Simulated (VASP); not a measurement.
# Hg (P6/mmm) in VASP: further runs

Runs on Hg. Level: PBE+D3(BJ). Tasks: single point.

Everything below comes from runs of VASP 6.6.1. Logs are shortened: lines on timing, memory, paths and dates and some standing lists are left out, and cuts for length are marked.

## (1) The cell of the first run

Symmetry: P6/mmm, No. 191, hexagonal system. Conventional cell: a = 5.161 Å, b = 5.161 Å, c = 3.042 Å, α = 90.00°, β = 90.00°, γ = 120.00°. Within 3.9 Å of Hg (site symmetry -6m2) lie 11 Hg at 2.98 to 3.35 Å. Hg (site symmetry 6/mmm) has 14 Hg at 3.04 to 3.35 Å within 4.0 Å.

## (2) Single point, PBE+D3(BJ) (23.39 Å³/atom)

Input file INCAR:

```
SYSTEM = Hg
PREC = Accurate ; ENCUT = 550
EDIFF = 1E-6 ; ISMEAR = 0
SIGMA = 0.1 ; LREAL = .FALSE.
LASPH = .TRUE. ; NELM = 120
ALGO = Normal ; ISIF = 2
LWAVE = .FALSE. ; LCHARG = .FALSE.
GGA = PE ; IVDW = 12
NBANDS = 37 ; GGA_COMPAT = .FALSE.
```

Input file KPOINTS:

```
Automatic mesh
0
G
  9 9 14
  0 0 0
```

Input file POSCAR:

```
Hg
1.0
    5.1613091577      0.0000000000      0.0000000000
   -2.5806545789      4.4698248474      0.0000000000
    0.0000000000      0.0000000000      3.0417632146
Hg
3
Direct
    0.3333333333      0.6666666667      0.5000000000
    0.0000000000      0.0000000000      0.0000000000
    0.6666666667      0.3333333333      0.5000000000
```

Potentials or basis: VASP PAW PBE potentials, release 64 (Hg_sv_GW).

Command:

```sh
cat potpaw_PBE.64/Hg_sv_GW/POTCAR > POTCAR
mpirun -np 1 vasp_std > vasp.out
```

OUTCAR:

```text
SYSTEM = Hg
   PREC = Accurate
   ENCUT = 550
   EDIFF = 1E-6
   ISMEAR = 0
   LREAL = .FALSE.
   LASPH = .TRUE.
   NELM = 120
   ISIF = 2
   GGA = PE
   IVDW = 12
 IVDW          = 12

 ion  position               nearest neighbor table
   1  0.333  0.667  0.500-   3 2.98   3 2.98   3 2.98
   2  0.000  0.000  0.000-
   3  0.667  0.333  0.500-   1 2.98   1 2.98   1 2.98

  LATTYP: Found a hexagonal cell.
 ALAT       =     5.1613091577
 C/A-ratio  =     0.5893394721

  Lattice vectors:

 A1 = (   5.1613091577,   0.0000000000,   0.0000000000)
 A2 = (  -2.5806545789,   4.4698248474,   0.0000000000)
 A3 = (   0.0000000000,   0.0000000000,   3.0417632146)

Analysis of symmetry for initial positions (statically):
=====================================================================
 Subroutine PRICEL returns:
 Original cell was already a primitive cell.

 Routine SETGRP: Setting up the symmetry group for a
 hexagonal supercell.

 Subroutine GETGRP returns: Found 24 space group operations
 (whereof 24 operations were pure point group operations)
 out of a pool of 24 trial point group operations.

The static configuration has the point symmetry D_6h.

Analysis of symmetry for dynamics (positions and initial velocities):
=====================================================================
 Subroutine PRICEL returns:
 Original cell was already a primitive cell.

 Routine SETGRP: Setting up the symmetry group for a
 hexagonal supercell.

 Subroutine GETGRP returns: Found 24 space group operations
 (whereof 24 operations were pure point group operations)
 out of a pool of 24 trial point group operations.

The dynamic configuration has the point symmetry D_6h.

 Subroutine INISYM returns: Found 24 space group operations
 (whereof 24 operations are pure point group operations),
 and found     1 'primitive' translations

----------------------------------------------------------------------------------------

                                     Primitive cell

  volume of cell :      70.1739

  direct lattice vectors                    reciprocal lattice vectors
     5.161309158  0.000000000  0.000000000     0.193749293  0.111861206  0.000000000
    -2.580654579  4.469824847  0.000000000     0.000000000  0.223722413  0.000000000
     0.000000000  0.000000000  3.041763215     0.000000000  0.000000000  0.328756688

  length of vectors
     5.161309158  5.161309158  3.041763215     0.223722413  0.223722413  0.328756688

  position of ions in fractional coordinates (direct lattice)
[... 81 lines left out ...]
   EDIFF  = 0.1E-05   stopping-criterion for ELM
   LREAL  =      F    real-space projection
   EDIFFG = 0.1E-04   stopping-criterion for IOM
   NSW    =      0    number of steps for IOM
   IBRION =     -1    ionic relax: 0-MD 1-quasi-New 2-CG
   NFREE  =      0    steps in history (QN), initial steepest desc. (CG)
   ISIF   =      2    stress and relaxation
   ISYM   =      2    0-nonsym 1-usesym 2-fastsym
   POTIM  = 0.5000    time-step for ionic-motion
   TEBEG  =    0.0;   TEEND  =   0.0 temperature during run
   PSTRESS=    0.0 pullay stress
   NELECT =      60.0000    total number of electrons
   NUPDOWN=      -1.0000    fix difference up-down
   EMIN   =  10.00;   EMAX   =-10.00  energy-range for DOS
   EFERMI =   0.00;   METHOD = LEGACY
   ISMEAR =     0;   SIGMA  =   0.10  broadening in eV -4-tet -1-fermi 0-gaus
   EFERMI_NEDOS =   21; number of points for ismear=-14 and -15
   IALGO  =     38    algorithm
   IMIX   =      4    mixing-type and parameters
     AMIX     =   0.40;   BMIX     =  1.00
     AMIX_MAG =   1.60;   BMIX_MAG =  1.00
  volume/ion in A,a.u.               =      23.39       157.85
  Fermi-wavevector in a.u.,A,eV,Ry     =   1.553817  2.936289 32.849207  2.414349
  Thomas-Fermi vector in A             =   2.657993
   LORBIT       =      0    0 simple, 1 ext, 2 COOP (PROOUT), +10 PAW based schemes
   GGA     = PE    functional components
   LHFCALC =     F    Hartree Fock is set to
   AEXX    =    0.0000 exact exchange contribution
   IVDW    =    12    specifies the selected vdW correction
   LEPSILON=     F    determine dielectric tensor
   LRPA    =     F    only Hartree local field effects (RPA)
 non-spin polarized calculation
 Gauss-broadening in eV      SIGMA  =   0.10
  energy-cutoff  :      550.00
  volume of cell :       70.17
 maximum number of plane-waves:      2085
 NGX is ok and might be reduce to    40
   NGX = 19   NGY = 19   NGZ = 11

 number of electron      59.9999991 magnetization

 Free energy of the ion-electron system (eV)
  ---------------------------------------------------
  ext. energy  EPLUGINS =         0.00000000
  ---------------------------------------------------
  free energy    TOTEN  =        -0.30700361 eV

  energy without entropy =       -0.30359604  energy(sigma->0) =       -0.30529983

 E-fermi :   6.0476     XC(G=0): -11.3649

 val. band max:        6.0312308356   @ k =   0.1111   0.1111   0.3571
 cond. band min:       6.0503838841   @ k =   0.1111   0.0000   0.2857
 fundamental gap:      0.0191530485
 Fermi energy:         6.0476260827

 k-point     1 :       0.0000    0.0000    0.0000
  band No.  band energies     occupation
      1    -108.8752      2.00000
      2    -108.8730      2.00000
      3    -108.6904      2.00000
      4     -57.2350      2.00000
      5     -57.2350      2.00000
      6     -57.1992      2.00000
[... 949 lines left out ...]
     36      16.6196      0.00000
     37      17.1592      0.00000

 [... further k-points ...]

------------------------ aborting loop because EDIFF is reached ----------------------------------------

 Edisp (eV)   -1.34399

 E8    (eV) :    -0.6088

  FORCE on cell =-STRESS in cart. coord.  units (eV):
  Direction    XX          YY          ZZ          XY          YZ          ZX
  --------------------------------------------------------------------------------------
  -------------------------------------------------------------------------------------
  Total       1.28480     1.28480     1.35269    -0.00000     0.00000     0.00000
  in kB      29.33397    29.33397    30.88398    -0.00000     0.00000     0.00000
  external pressure =       29.85 kB  Pullay stress =        0.00 kB

 VOLUME and BASIS-vectors are now :
 -----------------------------------------------------------------------------
  energy-cutoff  :      550.00
  volume of cell :       70.17
      direct lattice vectors                 reciprocal lattice vectors
     5.161309158  0.000000000  0.000000000     0.193749293  0.111861206  0.000000000
    -2.580654579  4.469824847  0.000000000     0.000000000  0.223722413  0.000000000
     0.000000000  0.000000000  3.041763215     0.000000000  0.000000000  0.328756688

 POSITION                                       TOTAL-FORCE (eV/Angst)
 -----------------------------------------------------------------------------------
     -0.00000      2.97988      1.52088         0.000000     -0.000000      0.000000
      0.00000      0.00000      0.00000        -0.000000     -0.000000      0.000000
      2.58065      1.48994      1.52088        -0.000000      0.000000     -0.000000
 -----------------------------------------------------------------------------------
    total drift:                                0.000000      0.000000      0.000000

  FREE ENERGIE OF THE ION-ELECTRON SYSTEM (eV)
  ---------------------------------------------------
  free  energy   TOTEN  =        -1.6509935398 eV

  energy  without entropy=       -1.6475859706  energy(sigma->0) =       -1.64928976
```

Run time: 87 s. Hardware: 1 thread of Intel Xeon 6975P-C (Granite Rapids), shared host; peak memory 0.37 GiB.

Results:

* Free energy: -1.6510 eV
* Pressure: 3.0 GPa
* Band gap on the k mesh: zero (bands 30 and 31 overlap by 4.62 eV)
* Dispersion energy per atom: -0.448 eV

Levels at points of the mesh, in eV from the Fermi level:
```
           k point  band 27  band 28  band 29  band 30  band 31  band 32  band 33  band 34
(0.00, 0.00, 0.00)    -5.72    -5.72    -0.99    -0.55     1.95     1.95     2.00     2.00
(0.00, 0.00, 0.50)    -5.40    -3.14    -2.85     3.26     3.59     3.73     3.84     4.34
```

Caveat: spin-orbit coupling is left out, which moves the levels of the heavy elements.

## (3) Single point, PBE+D3(BJ) (22.62 Å³/atom)

This run uses another cell than the first one, of 22.62 Å³/atom.

Input file INCAR:

```
PREC = Accurate
ENCUT = 550
EDIFF = 1E-6
ISMEAR = 0
SIGMA = 0.1
LREAL = F
LASPH = T
NELM = 120
ALGO = Normal
ISIF = 2
LWAVE = F
LCHARG = F
GGA = PE
IVDW = 12
NBANDS = 37
GGA_COMPAT = F
```

Input file KPOINTS:

```
regular mesh
0
Gamma
  9 9 14
```

Input file POSCAR:

```
Hg
1.0
    5.1039565311      0.0000000000      0.0000000000
   -2.5519782656      4.4201560157      0.0000000000
    0.0000000000      0.0000000000      3.0079630479
Hg
3
Direct
    0.3333333333      0.6666666667      0.5000000000
    0.0000000000      0.0000000000      0.0000000000
    0.6666666667      0.3333333333      0.5000000000
```

Potentials or basis: VASP PAW PBE potentials, release 64 (Hg_sv_GW).

Command:

```sh
cat potpaw_PBE.64/Hg_sv_GW/POTCAR > POTCAR
mpirun -np 1 vasp_std > vasp.out
```

Run time: 2.8 min. Hardware: 1 thread of Intel Xeon Platinum 8259CL at 2.50GHz (Skylake/Cascade Lake), shared host; peak memory 0.36 GiB.

It converged, with:

```
Free energy                : -1.5908 eV
Pressure                   : 4.6 GPa
Band gap on the k mesh     : zero (bands 30 and 31 overlap by 4.79 eV)
Dispersion energy per atom : -0.463 eV
```

Stress tensor (GPa, compression positive):
```
4.59 0.00 0.00
0.00 4.59 0.00
0.00 0.00 4.72
```

Levels at points of the mesh, in eV from the Fermi level:
```csv
k point,band 27,band 28,band 29,band 30,band 31,band 32,band 33,band 34
"(0.00, 0.00, 0.00)",-5.77,-5.77,-0.94,-0.48,1.94,1.94,1.99,1.99
"(0.00, 0.00, 0.50)",-5.42,-3.15,-2.92,3.51,3.64,3.84,3.87,4.36
```

Caveat: the cell stands under pressure; spin-orbit coupling is left out, which moves the levels of the heavy elements.

## (4) Single point, PBE+D3(BJ) (24.16 Å³/atom)

This run uses another cell than the first one, of 24.16 Å³/atom.

Input file INCAR:

```
PREC     = Accurate       # precision mode
ENCUT    = 550            # plane-wave cutoff, eV
EDIFF    = 1E-6           # SCF threshold, eV
ISMEAR   = 0              # smearing method
SIGMA    = 0.1            # smearing width, eV
LREAL    = F              # projectors in reciprocal space
LASPH    = T              # aspherical terms in the spheres
NELM     = 120            # most SCF steps
ALGO     = Normal         # electronic algorithm
ISIF     = 2              # what is computed and relaxed
LWAVE    = F              # write WAVECAR
LCHARG   = T              # write CHGCAR
GGA      = PE             # functional
IVDW     = 12             # dispersion correction
LELF     = T              # ELF
LVHAR    = T            
NBANDS   = 37             # bands
GGA_COMPAT= F
```

KPOINTS is that of step 3.

Input file POSCAR:

```
Hg
1.0
    5.2174147398      0.0000000000      0.0000000000
   -2.6087073699      4.5184137067      0.0000000000
    0.0000000000      0.0000000000      3.0748284487
Hg
3
Direct
    0.3333333333      0.6666666667      0.5000000000
    0.0000000000      0.0000000000      0.0000000000
    0.6666666667      0.3333333333      0.5000000000
```

Command:

```sh
cat potpaw_PBE.64/Hg_sv_GW/POTCAR > POTCAR
mpirun -np 1 vasp_std > vasp.out
```

It took 1.7 min on 1 thread of Intel Xeon 6975P-C (Granite Rapids), shared host; peak memory 0.37 GiB.

Results (log left out):

```yaml
Free_energy: -1.6902 eV
Pressure: 1.7 GPa
Band_gap_on_the_k_mesh: zero (bands 30 and 31 overlap by 4.27 eV)
Dispersion_energy_per_atom: -0.434 eV
```

Stress tensor (GPa, compression positive):
```
1.69 0.00 0.00
0.00 1.69 0.00
0.00 0.00 1.79
```

Levels at points of the mesh, in eV from the Fermi level:
```tsv
k point	band 26	band 27	band 28	band 29	band 30	band 31	band 32	band 33	band 34	band 35
(0.00, 0.00, 0.00)	-6.28	-5.70	-5.70	-1.06	-0.63	1.94	1.94	2.00	2.00	8.56
(0.00, 0.00, 0.50)	-5.83	-5.39	-3.14	-2.80	3.01	3.53	3.58	3.82	4.30	4.30
```

Caveat: spin-orbit coupling is left out, which moves the levels of the heavy elements.

## (5) The runs side by side

| cell | gap on the mesh (eV) | pressure (GPa) |
| --- | --- | --- |
| a = 5.161, b = 5.161, c = 3.042 Å, angles 90.0, 90.0, 120.0°, 3 atoms | none | 3.0 |
| a = 5.104, b = 5.104, c = 3.008 Å, angles 90.0, 90.0, 120.0°, 3 atoms | none | 4.6 |
| a = 5.217, b = 5.217, c = 3.075 Å, angles 90.0, 90.0, 120.0°, 3 atoms | none | 1.7 |

Alike in all rows: task single point; level PBE+D3(BJ); potentials or basis VASP PAW PBE potentials, release 64 (Hg_sv_GW); no spin polarisation; k mesh 9 × 9 × 14; cutoff (eV) 550; smearing gaussian 0.1 eV.

Caveats: spin-orbit coupling is left out, which moves the levels of the heavy elements; the cell stands under pressure (at least some runs).

Absolute energies hang on the potentials; compare differences alone.

The gap in the log of VASP goes by the Fermi energy; the results here count the filled bands.